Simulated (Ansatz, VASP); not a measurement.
This is a calculation of Sb for Ansatz 0.2.0.

input.yaml

```yaml
crystal:
  lattice:
    - [3.16, 0.0, 0.0]
    - [0.0, 3.16, 0.0]
    - [0.0, 0.0, 3.16]
  atoms:
    - { symbol: Sb, position: [0.0, 0.0, 0.0] }
hamiltonian:
  xc: { exchange: pbe, correlation: pbe, exx: { coeff: 0.25, omega: 0.2 } }
  pseudopotentials: { kind: paw }
kpoints:
  mp_grid: { grid: [4, 4, 4] }
scf:
  occupations: { method: fermi_dirac, width: 0.05 }
output:
  forces: true
  stress: true
  eigenvalues: true
```

Potentials or basis: Ansatz PAW.

Command:

```bash
$ ansatz run input.yaml --threads 2 --pin off --max-ram 5632MiB --backend cpu --events-out ev --progress --plain --runs-dir out
```

Q: Translate it to VASP 6.6.1. Potentials there: VASP PAW PBE potentials, release 64 (Sb).

A: As run (the cutoff follows the program's own potentials):

Contents of POSCAR:

```
Sb
1.0
    3.1600000000      0.0000000000      0.0000000000
    0.0000000000      3.1600000000      0.0000000000
    0.0000000000      0.0000000000      3.1600000000
Sb
1
Direct
    0.0000000000      0.0000000000      0.0000000000
```

INCAR.step1

```
SYSTEM = Sb
ALGO = Normal
EDIFF = 1E-5
ENCUT = 520
GGA = PE
ISIF = 2
ISMEAR = -1
LASPH = .TRUE.
LCHARG = .FALSE.
LREAL = .FALSE.
LWAVE = .TRUE.
NBANDS = 8
NELM = 80
PREC = Accurate
SIGMA = 0.05
```

INCAR.step2

```
SYSTEM = Sb
AEXX = 0.25
ALGO = Normal
EDIFF = 1E-6
ENCUT = 520
GGA = PE
HFSCREEN = 0.2
ISIF = 2
ISMEAR = -1
ISTART = 1
LASPH = .TRUE.
LCHARG = .FALSE.
LHFCALC = .TRUE.
LREAL = .FALSE.
LWAVE = .FALSE.
NBANDS = 8
NELM = 80
PREC = Accurate
PRECFOCK = Normal
SIGMA = 0.05
```

File KPOINTS:

```
k-points
0
G
  4 4 4
  0 0 0
```

Potentials or basis: VASP PAW PBE potentials, release 64 (Sb).

The run is started by

```console
$ cat potpaw_PBE.64/Sb/POTCAR > POTCAR
$ cp INCAR.step1 INCAR
$ mpirun -np 1 vasp_std > vasp.out
$ cp INCAR.step2 INCAR
$ mpirun -np 1 vasp_std > vasp.out
```

Both were run:

|  | VASP | Ansatz | Ansatz less VASP |
| --- | --- | --- | --- |
| gap on the k mesh at the Fermi level (eV) | none | none | - |
| pressure (GPa) | -6.4 | -5.4 | +0.93 |

VASP's potentials were made for PBE, not for PBE-based screened hybrid. A gap of «none» marks a metal or a gap that the smearing closes. The functional is the same, so the differences come from potentials, cutoffs and numerics. VASP's potentials hold 5 valence electrons a cell and Ansatz's 15, so a difference there can come from the potentials and not from the codes.

The k mesh is coarse, so the values compare programs but aren't converged. Neither program's run includes spin-orbit coupling.
